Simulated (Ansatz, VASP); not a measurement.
CdF2 in VASP and in Ansatz

Contents of INCAR:

```
PREC = Accurate
ENCUT = 600
EDIFF = 1E-6
ISMEAR = 0
SIGMA = 0.1
LREAL = F
LASPH = T
NELM = 120
ALGO = Normal
ISIF = 2
LWAVE = F
LCHARG = F
GGA = PE
NBANDS = 20
GGA_COMPAT = F
```

File KPOINTS:

```
Automatic mesh
0
Gamma
  6 6 6
```

File POSCAR:

```
CdF2
1.0
    0.0000000000      2.7005190000      2.7005190000
    2.7005190000      0.0000000000      2.7005190000
    2.7005190000      2.7005190000      0.0000000000
Cd F
1 2
Direct
    0.0000000000      0.0000000000      0.0000000000
    0.2500000000      0.2500000000      0.2500000000
    0.7500000000      0.7500000000      0.7500000000
```

Input for Ansatz:

```yaml
crystal:
  lattice:
    - [0.0, 2.700519, 2.700519]
    - [2.700519, 0.0, 2.700519]
    - [2.700519, 2.700519, 0.0]
  atoms:
    - { symbol: Cd, position: [0.0, 0.0, 0.0] }
    - { symbol: F, position: [0.25, 0.25, 0.25] }
    - { symbol: F, position: [0.75, 0.75, 0.75] }
basis:
  ecutwfc: 420
kpoints:
  mp_grid: { grid: [6, 6, 6] }
hamiltonian:
  xc: pbe
scf:
  occupations: { method: gaussian, width: 0.1 }
output:
  forces: true
  stress: true
  eigenvalues: true
```

Alike in both runs: task single point; functional PBE; k mesh 6 × 6 × 6; occupations gaussian, width 0.1 eV; no spin polarisation.

|  | VASP | Ansatz |
| --- | --- | --- |
| version | VASP 6.6.1 | Ansatz 0.2.0 |
| potentials or method | VASP PAW PBE potentials, release 64 (Cd, F), cutoff 600 eV | scalar-relativistic, plane waves, PAW |
| valence electrons in the cell | 26 | 34 |

|  | VASP | Ansatz | Ansatz less VASP |
| --- | --- | --- | --- |
| gap on the k mesh at the Fermi level (eV) | 3.06 | 3.09 | +0.031 |
| least direct gap on the mesh (eV) | 3.55 | 3.58 | +0.029 |
| pressure (GPa) | 5.1 | 4.6 | -0.53 |

The functional is the same, so the differences come from potentials, cutoffs and numerics. VASP's potentials hold 26 valence electrons a cell and Ansatz's 34, so a difference there can come from the potentials and not from the codes.
